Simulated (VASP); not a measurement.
# C (P1) in VASP: notebook

C is run at these levels: PBE; tasks: single point.

The COD entry that gives the cell may itself be a prediction, so a difference from it is no test against experiment.

Program: VASP 6.6.1. These are calculated values, not measurements. Logs are shortened: lines on timing, memory, paths and dates and some standing lists are left out, and cuts for length are marked.

## (1) The cell of the first run

The typed cell holds 8 atoms: a = 2.522 Å, b = 2.479 Å, c = 8.357 Å, α = 89.60°, β = 88.73°, γ = 119.19°.

## (2) Single point, PBE

INCAR

```
ALGO = Normal ; EDIFF = 1E-6
ENCUT = 520 ; GGA = PE
ISIF = 2 ; ISMEAR = 0
LASPH = True ; LCHARG = False
LREAL = False ; LWAVE = False
NBANDS = 26 ; NELM = 60
PREC = Accurate ; SIGMA = 0.05
```

KPOINTS

```
k-points
0
Gamma
  12 12 4
```

POSCAR

```
C
1.0
    2.5213065960      0.0298350384      0.0279028651
   -1.2348153968      2.1495142472      0.0087701613
    0.0920254576      0.0865301282      8.3555758057
C
8
Direct
   -0.0024768625      0.0032418348      0.0925434314
   -0.0006048113      0.0032033811      0.5947766922
   -0.0134256505     -0.0098526396      0.4079935569
    0.0152063815      0.0082815177      0.9063741311
    0.3412149315      0.6685596481      0.1554004978
    0.6621136767      0.3323690931      0.6549415747
    0.3298636084      0.6644508017      0.3435872749
    0.6681087262      0.3297463630      0.8443828410
```

Potentials or basis: VASP PAW PBE potentials, release 64 (C).

Command:

```bash
cat potpaw_PBE.64/C/POTCAR > POTCAR
mpirun -np 1 vasp_std > vasp.out
```

OUTCAR:

```text
EDIFF = 1E-6
   ENCUT = 520
   GGA = PE
   ISIF = 2
   ISMEAR = 0
   LASPH = True
   LREAL = False
   NELM = 60
   PREC = Accurate

 ion  position               nearest neighbor table
   1  0.998  0.003  0.093-   5 1.52   5 1.54   4 1.56   5 1.56
   2  0.999  0.003  0.595-   6 1.52   6 1.53   6 1.56   3 1.56
   3  0.987  0.990  0.408-   7 1.54   7 1.55   7 1.56   2 1.56
   4  0.015  0.008  0.906-   8 1.51   8 1.54   1 1.56   8 1.57
   5  0.341  0.669  0.155-   1 1.52   1 1.54   1 1.56   7 1.57
   6  0.662  0.332  0.655-   2 1.52   2 1.53   2 1.56   8 1.58
   7  0.330  0.664  0.344-   3 1.54   3 1.55   3 1.56   5 1.57
   8  0.668  0.330  0.844-   4 1.51   4 1.54   4 1.57   6 1.58

  LATTYP: Found a triclinic cell.
 ALAT       =     4.3294104630
 B/A-ratio  =     0.5725867311
 C/A-ratio  =     1.9301774786
 COS(alpha) =     0.0070306210
 COS(beta)  =     0.0209801192
 COS(gamma) =     0.8610842617

  Lattice vectors:

 A1 = (   0.0516758024,   4.3288635328,   0.0454431877)
 A2 = (  -1.2348153968,   2.1495142472,   0.0087701613)
 A3 = (   0.0920254576,   0.0865301282,   8.3555758057)

Analysis of symmetry for initial positions (statically):
=====================================================================
 Subroutine PRICEL returns:
 Original cell was already a primitive cell.

 Routine SETGRP: Setting up the symmetry group for a
 triclinic supercell.

 Subroutine GETGRP returns: Found  1 space group operations
 (whereof  1 operations were pure point group operations)
 out of a pool of  2 trial point group operations.

The static configuration has the point symmetry C_1 .

Analysis of symmetry for dynamics (positions and initial velocities):
=====================================================================
 Subroutine PRICEL returns:
 Original cell was already a primitive cell.

 Routine SETGRP: Setting up the symmetry group for a
 triclinic supercell.

 Subroutine GETGRP returns: Found  1 space group operations
 (whereof  1 operations were pure point group operations)
 out of a pool of  2 trial point group operations.

The dynamic configuration has the point symmetry C_1 .

 Subroutine INISYM returns: Found  1 space group operations
 (whereof  1 operations are pure point group operations),
[... 108 lines left out ...]
   EDIFF  = 0.1E-05   stopping-criterion for ELM
   LREAL  =      F    real-space projection
   EDIFFG = 0.1E-04   stopping-criterion for IOM
   NSW    =      0    number of steps for IOM
   IBRION =     -1    ionic relax: 0-MD 1-quasi-New 2-CG
   NFREE  =      0    steps in history (QN), initial steepest desc. (CG)
   ISIF   =      2    stress and relaxation
   ISYM   =      2    0-nonsym 1-usesym 2-fastsym
   POTIM  = 0.5000    time-step for ionic-motion
   TEBEG  =    0.0;   TEEND  =   0.0 temperature during run
   PSTRESS=    0.0 pullay stress
   NELECT =      32.0000    total number of electrons
   NUPDOWN=      -1.0000    fix difference up-down
   EMIN   =  10.00;   EMAX   =-10.00  energy-range for DOS
   EFERMI =   0.00;   METHOD = LEGACY
   ISMEAR =     0;   SIGMA  =   0.05  broadening in eV -4-tet -1-fermi 0-gaus
   EFERMI_NEDOS =   21; number of points for ismear=-14 and -15
   IALGO  =     38    algorithm
   IMIX   =      4    mixing-type and parameters
     AMIX     =   0.40;   BMIX     =  1.00
     AMIX_MAG =   1.60;   BMIX_MAG =  1.00
  volume/ion in A,a.u.               =       5.70        38.45
  Fermi-wavevector in a.u.,A,eV,Ry     =   1.455000  2.749551 28.803869  2.117025
  Thomas-Fermi vector in A             =   2.572085
   LORBIT       =      0    0 simple, 1 ext, 2 COOP (PROOUT), +10 PAW based schemes
   GGA     = PE    functional components
   LHFCALC =     F    Hartree Fock is set to
   AEXX    =    0.0000 exact exchange contribution
   IVDW    =     0    specifies the selected vdW correction
   LEPSILON=     F    determine dielectric tensor
   LRPA    =     F    only Hartree local field effects (RPA)
 non-spin polarized calculation
 Gauss-broadening in eV      SIGMA  =   0.05
  energy-cutoff  :      520.00
  volume of cell :       45.58
 maximum number of plane-waves:      1248
   NGX =  9   NGY =  9   NGZ = 31

 number of electron      31.9999996 magnetization

 Free energy of the ion-electron system (eV)
  ---------------------------------------------------
  ext. energy  EPLUGINS =         0.00000000
  ---------------------------------------------------
  free energy    TOTEN  =       -72.48881605 eV

  energy without entropy =      -72.48881605  energy(sigma->0) =      -72.48881605

 E-fermi :  10.4288     XC(G=0): -13.2285

 val. band max:       10.1653497466   @ k =   0.0000   0.0000   0.0000
 cond. band min:      14.0849774156   @ k =  -0.4167   0.4167  -0.0000
 fundamental gap:      3.9196276691
 Fermi energy:        10.4288170323

 k-point     1 :       0.0000    0.0000    0.0000
  band No.  band energies     occupation
      1     -11.7695      2.00000
      2     -10.1526      2.00000
      3     -10.0472      2.00000
      4      -6.2518      2.00000
      5      -3.6443      2.00000
      6       2.8874      2.00000
[... 685 lines left out ...]
     25      20.8958      0.00000
     26      22.4447      0.00000

 [... further k-points ...]

------------------------ aborting loop because EDIFF is reached ----------------------------------------

  FORCE on cell =-STRESS in cart. coord.  units (eV):
  Direction    XX          YY          ZZ          XY          YZ          ZX
  --------------------------------------------------------------------------------------
  -------------------------------------------------------------------------------------
  Total        0.1460749      2.6751255     -1.7873668     -3.5513824     -2.8377121     -3.1406394
  in kB        5.1345291     94.0305868    -62.8258917   -124.8309915    -99.7454980   -110.3933852
  external PRESSURE =      12.1130747 kB  Pullay stress =       0.0000000 kB

 VOLUME and BASIS-vectors are now :
 -----------------------------------------------------------------------------
  energy-cutoff  :      520.00
  volume of cell :       45.58
      direct lattice vectors                 reciprocal lattice vectors
     2.521306596  0.029835038  0.027902865     0.394015000  0.226374125 -0.006683871
    -1.234815397  2.149514247  0.008770161    -0.005416149  0.462129296 -0.004726147
     0.092025458  0.086530128  8.355575806    -0.001310101 -0.001241020  0.119707842

 POSITION                                       TOTAL-FORCE (eV/Angst)
 -----------------------------------------------------------------------------------
      2.51957      0.04474      0.80112         1.083390      0.029476      0.025485
      2.57056      0.08817      4.99762        -0.094789     -0.390898     -0.818115
      1.30235      2.19307      3.44523         0.482425      0.625842     -0.398173
      0.11152      0.09668      7.57377        -0.907774     -0.901836      0.240973
      0.04906      1.46071      1.31384        -1.002698     -0.030476     -0.065243
      1.31925      0.79086      5.49380         0.085109      0.147057      0.632461
      0.04283      1.46782      2.88590        -0.158040     -0.329292      0.521191
      1.35504      0.80179      7.07684         0.512377      0.850126     -0.138579
 -----------------------------------------------------------------------------------
    total drift:                               -0.000003     -0.000034     -0.000024

  FREE ENERGIE OF THE ION-ELECTRON SYSTEM (eV)
  ---------------------------------------------------
  free  energy   TOTEN  =       -72.4888160472 eV

  energy  without entropy=      -72.4888160472  energy(sigma->0) =      -72.48881605
```

It took 2.4 min on 1 thread of Intel Xeon 6975P-C (Granite Rapids), shared host; peak memory 0.32 GiB.

Results:

```
Free energy            : -72.4888 eV
Pressure               : 1.2 GPa
Largest force          : 1.302 eV/Å
Band gap on the k mesh : 3.92 eV, indirect (least direct gap 4.84 eV)
```

Forces in eV/Å, atoms in the order of the input:
```
C    1.083  0.029  0.025
C   -0.095 -0.391 -0.818
C    0.482  0.626 -0.398
C   -0.908 -0.902  0.241
C   -1.003 -0.030 -0.065
C    0.085  0.147  0.632
C   -0.158 -0.329  0.521
C    0.512  0.850 -0.139
```

Stress tensor (GPa, compression positive):
```
  0.51 -12.48 -11.04
-12.48   9.40  -9.97
-11.04  -9.97  -6.28
```

Caveat: forces of over 1 eV/Å act on the atoms, so gaps and moduli don't describe the material at rest. A k mesh can miss the band edges.

## (3) Single point, PBE

INCAR

```
SYSTEM = C
PREC     = Accurate       ! precision mode
ENCUT    = 520            ! plane-wave cutoff, eV
EDIFF    = 1E-6           ! SCF threshold, eV
ISMEAR   = 0              ! smearing method
SIGMA    = 0.05           ! smearing width, eV
LREAL    = .False.        ! projectors in reciprocal space
LASPH    = .True.         ! aspherical terms in the spheres
NELM     = 60             ! most SCF steps
ALGO     = Normal         ! electronic algorithm
ISIF     = 2              ! what is computed and relaxed
LWAVE    = .False.        ! write WAVECAR
LCHARG   = .False.        ! write CHGCAR
GGA      = PE             ! functional
NBANDS   = 26             ! bands
```

KPOINTS

```
Automatic mesh
0
Gamma
  12 12 4
  0 0 0
```

POSCAR is that of step 2.

Potentials or basis: VASP PAW PBE potentials, release 64 (C).

Command:

```bash
cat potpaw_PBE.64/C/POTCAR > POTCAR
mpirun -np 1 vasp_std > vasp.out
```

It took 2.5 min on 1 thread of Intel Xeon 6975P-C (Granite Rapids), shared host; peak memory 0.32 GiB.

Results (log left out):

```
Free energy            : -72.4888 eV
Pressure               : 1.2 GPa
Largest force          : 1.302 eV/Å
Band gap on the k mesh : 3.92 eV, indirect (least direct gap 4.84 eV)
```

Forces on the atoms (eV/Å):
```
C    1.083  0.029  0.025
C   -0.095 -0.391 -0.818
C    0.482  0.626 -0.398
C   -0.908 -0.902  0.241
C   -1.003 -0.030 -0.065
C    0.085  0.147  0.632
C   -0.158 -0.329  0.521
C    0.512  0.850 -0.139
```

Stress tensor (GPa, compression positive):
```
  0.51 -12.48 -11.04
-12.48   9.40  -9.97
-11.04  -9.97  -6.28
```

Levels at points of the mesh, in eV from the valence-band top:
| k point | band 12 | band 13 | band 14 | band 15 | band 16 | band 17 | band 18 | band 19 | band 20 | band 21 |
| --- | --- | --- | --- | --- | --- | --- | --- | --- | --- | --- |
| (0.00, 0.00, 0.00) | -1.89 | -1.63 | -0.75 | -0.51 | 0.00 | 4.84 | 4.91 | 5.02 | 6.62 | 6.78 |
| (0.50, 0.00, 0.00) | -5.22 | -5.00 | -4.84 | -3.96 | -2.98 | 4.66 | 4.93 | 6.12 | 6.27 | 6.29 |
| (0.00, 0.50, 0.00) | -5.50 | -5.41 | -5.04 | -3.96 | -3.52 | 4.10 | 4.99 | 5.44 | 5.50 | 6.28 |
| (0.50, 0.50, 0.00) | -5.61 | -5.43 | -5.00 | -4.04 | -3.56 | 3.96 | 5.08 | 5.33 | 5.43 | 6.17 |
| (0.00, 0.00, 0.50) | -2.43 | -1.45 | -1.18 | -0.80 | -0.49 | 5.45 | 5.58 | 5.81 | 5.94 | 6.23 |
| (0.50, 0.00, 0.50) | -5.83 | -5.38 | -4.82 | -3.75 | -3.55 | 5.15 | 5.31 | 5.88 | 6.90 | 7.41 |
| (0.00, 0.50, 0.50) | -6.36 | -5.22 | -4.85 | -4.28 | -4.09 | 4.38 | 4.50 | 6.20 | 6.74 | 6.90 |
| (0.50, 0.50, 0.50) | -6.46 | -5.12 | -4.96 | -4.30 | -4.19 | 4.26 | 4.35 | 6.35 | 6.69 | 6.80 |

Caveat: forces of over 1 eV/Å act on the atoms, so gaps and moduli don't describe the material at rest. A k mesh can miss the band edges.
